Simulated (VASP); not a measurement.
Wanted: the native input for a VASP 6.6.1 run.

```
Task                   : single point
Functional             : PBE
Potentials or basis    : VASP PAW PBE potentials, release 64 (B, As)
Cutoff                 : 520 eV
k mesh                 : 6 × 6 × 6
Occupations            : gaussian, width 0.01 eV
Spin                   : no spin polarisation
Dipole correction      : no
Further INCAR settings : ALGO = Normal; EDIFF = 1e-06; NBANDS = 11
```

The structure of BAs lies in POSCAR:

```
BAs
1.0
    0.0000000000      2.3918700258      2.3918700258
    2.3918700258      0.0000000000      2.3918700258
    2.3918700258      2.3918700258      0.0000000000
B As
1 1
Direct
    0.0000000000      0.0000000000      0.0000000000
    0.2500000000      0.2500000000      0.2500000000
```

The input as run:

INCAR

```
ALGO     = Normal         # electronic algorithm
EDIFF    = 1E-6           # SCF threshold, eV
ENCUT    = 520            # plane-wave cutoff, eV
GGA      = PE             # functional
ISIF     = 2              # what is computed and relaxed
ISMEAR   = 0              # smearing method
LASPH    = T              # aspherical terms in the spheres
LCHARG   = F              # write CHGCAR
LREAL    = F              # projectors in reciprocal space
LWAVE    = F              # write WAVECAR
NBANDS   = 11             # bands
NELM     = 60             # most SCF steps
PREC     = Accurate       # precision mode
SIGMA    = 0.01           # smearing width, eV
```

KPOINTS

```
k-points
0
Gamma
  6 6 6
```

Potentials or basis: VASP PAW PBE potentials, release 64 (B, As).

Launch:

```console
$ cat potpaw_PBE.64/B/POTCAR potpaw_PBE.64/As/POTCAR > POTCAR
$ mpirun -np 1 vasp_std > vasp.out
```

It gave:

- Pressure: 2.8 GPa
- Band gap on the k mesh: 1.28 eV, indirect (least direct gap 3.27 eV)

Wall time 3.9 s on 1 thread of Intel(R) Xeon(R) 6975P-C (Granite Rapids), with other jobs on the host, peak memory 0.15 GiB.
